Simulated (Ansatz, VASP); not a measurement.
# Ni: VASP beside Ansatz

POSCAR

```
Ni
1.0
    0.0000000000      1.7330608651      1.7330608651
    1.7330608651      0.0000000000      1.7330608651
    1.7330608651      1.7330608651      0.0000000000
Ni
1
Direct
    0.0000000000      0.0000000000      0.0000000000
```

The input INCAR.step1:

```
SYSTEM = Ni
ALGO = Normal ; EDIFF = 1E-4
ENCUT = 520 ; GGA = PE
ISMEAR = -1 ; LASPH = .TRUE.
LCHARG = .FALSE. ; LREAL = .FALSE.
LWAVE = .TRUE. ; NBANDS = 11
NELM = 100 ; PREC = Accurate
SIGMA = 0.03
```

Contents of INCAR.step2:

```
SYSTEM = Ni
ALGO = Normal ; EDIFF = 1E-7
ENCUT = 520 ; ISIF = 2
ISMEAR = -1 ; ISTART = 1
LASPH = .TRUE. ; LCHARG = .TRUE.
LELF = .TRUE. ; LMIXTAU = .TRUE.
LREAL = .FALSE. ; LVHAR = .TRUE.
LWAVE = .FALSE. ; METAGGA = R2SCAN
NBANDS = 11 ; NELM = 100
PREC = Accurate ; SIGMA = 0.03
```

The input KPOINTS:

```
k-points
0
G
  15 15 15
  0 0 0
```

Input for Ansatz:

```yaml
crystal:
  lattice:
    - [0.0, 1.7330608651, 1.7330608651]
    - [1.7330608651, 0.0, 1.7330608651]
    - [1.7330608651, 1.7330608651, 0.0]
  atoms:
    - { symbol: Ni, position: [0.0, 0.0, 0.0] }
hamiltonian:
  xc: r2scan
  pseudopotentials:
    kind: paw
    azcp:
      Ni: "pseudopotentials/Ni.paw.azcp"
basis:
  ecutwfc: 500
  fft_grid_basis: typed
kpoints:
  mp_grid: { grid: [15, 15, 15], shift: [0, 0, 0] }
magnetization:
  spin_polarized: false
scf:
  occupations: { method: fermi_dirac, width: 0.03 }
  lower_state_search: "off"
output:
  stress: true
  write_density: true
  write_potential: true
  elf: true
  volumetric_format: npy
```

Alike in both runs: task single point; functional r2SCAN; k mesh 15 × 15 × 15; occupations fermi-dirac, width 0.03 eV; no spin polarisation.

```csv
,VASP,Ansatz
version,VASP 6.6.1,Ansatz 0.2.0
potentials or method,"VASP PAW PBE potentials, release 64 (Ni), cutoff 520 eV","plane waves (500 eV) with PAW, scalar-relativistic"
valence electrons in the cell,10,18
```

|  | VASP | Ansatz | Ansatz less VASP |
| --- | --- | --- | --- |
| pressure (GPa) | 0.0 | -0.6 | -0.61 |

VASP's potentials were made for PBE, not for r2SCAN. VASP's potentials hold 10 valence electrons a cell and Ansatz's 18, so a difference there can come from the potentials and not from the codes.
